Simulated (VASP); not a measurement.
**KF: single point with LDA**

KF:

```
K F
1.0
     3.23708    0.00000    0.00000
     0.00000    3.23708    0.00000
     0.00000    0.00000    3.23708
K F
1 1
Direct
  0.00000 0.00000 0.00000
  0.50000 0.50000 0.50000
```

This cell differs from its parent crystal: volume scaled by 0.98.

| Property | Result |
| --- | --- |
| Program | VASP 6.6.1 |
| Task | single point |
| Functional | LDA |
| Potentials or basis | VASP PAW LDA potentials, release 64 (K_sv, F) |
| Cutoff | 520 eV |
| k mesh | 9 × 9 × 9 |
| Occupations | fermi-dirac, width 0.02 eV |
| Spin | no spin polarisation |
| Dipole correction | no |
| Further INCAR settings | ALGO = Normal; EDIFF = 1e-07; NBANDS = 15 |

* Pressure: -5.2 GPa
* Band gap on the k mesh: 6.06 eV, indirect (least direct gap 6.10 eV)

Levels at points of the mesh, in eV from the valence-band top:
```csv
k point,band 5,band 6,band 7,band 8,band 9,band 10,band 11,band 12
"(0.00, 0.00, 0.00)",-9.68,-0.04,-0.04,-0.04,6.06,8.11,8.11,13.98
```

Wall time 5.9 s on 1 thread of Intel(R) Xeon(R) Platinum 8488C (Sapphire Rapids), on a shared host, peak memory 0.13 GiB.

 A k mesh can miss the band edges.
